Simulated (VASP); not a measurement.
Crystal: TaAl4.

```
Ta Al
1.0
     4.49374    0.00000    0.00000
     0.00000    4.49374    0.00000
     0.00000    0.00000    4.49374
Ta Al
1 4
Direct
  0.50000 0.50000 0.50000
  0.00000 0.50000 0.50000
  0.50000 0.00000 0.50000
  0.50000 0.50000 0.00000
  0.00000 0.00000 0.00000
```

| Property | Result |
| --- | --- |
| Program | VASP 6.6.1 |
| Task | relaxation of cell and atoms |
| Functional | PBE |
| Potentials or basis | VASP PAW PBE potentials, release 64 (Ta_pv, Al) |
| Cutoff | 600 eV |
| k mesh | 4 × 4 × 4 |
| Occupations | gaussian, width 0.1 eV |
| Spin | no spin polarisation |

At the start: pressure 27.7 GPa; volume 18.15 Å³/atom.

How do energy, volume and symmetry change on relaxing?

Over 3 steps the energy falls by 547.7 meV/atom and the volume is 26.19 Å³/atom (+44.3 %); space group Pm-3m (No. 221, to 0.05 Å).

The path:
```csv
step,energy change (eV),largest force (eV/Å),pressure (GPa),volume (Å³)
1,0.0000,0.0000,27.72,90.75
2,-2.6223,0.0000,-1.65,138.56
3,-2.7383,0.0000,-0.12,130.96
```

Final structure:
```cif
data_structure
_symmetry_space_group_name_H-M 'P 1'
_symmetry_Int_Tables_number 1
_cell_length_a 5.0783
_cell_length_b 5.0783
_cell_length_c 5.0783
_cell_angle_alpha 90.000
_cell_angle_beta 90.000
_cell_angle_gamma 90.000
_cell_volume 130.96
loop_
_atom_site_label
_atom_site_type_symbol
_atom_site_fract_x
_atom_site_fract_y
_atom_site_fract_z
_atom_site_occupancy
Ta1 Ta 0.50000 0.50000 0.50000 1
Al1 Al 0.00000 0.50000 0.50000 1
Al2 Al 0.50000 0.00000 0.50000 1
Al3 Al 0.50000 0.50000 0.00000 1
Al4 Al 0.00000 0.00000 0.00000 1
```

Caveat: the volume moved by over 15 % at a fixed basis, so the end points are rough.
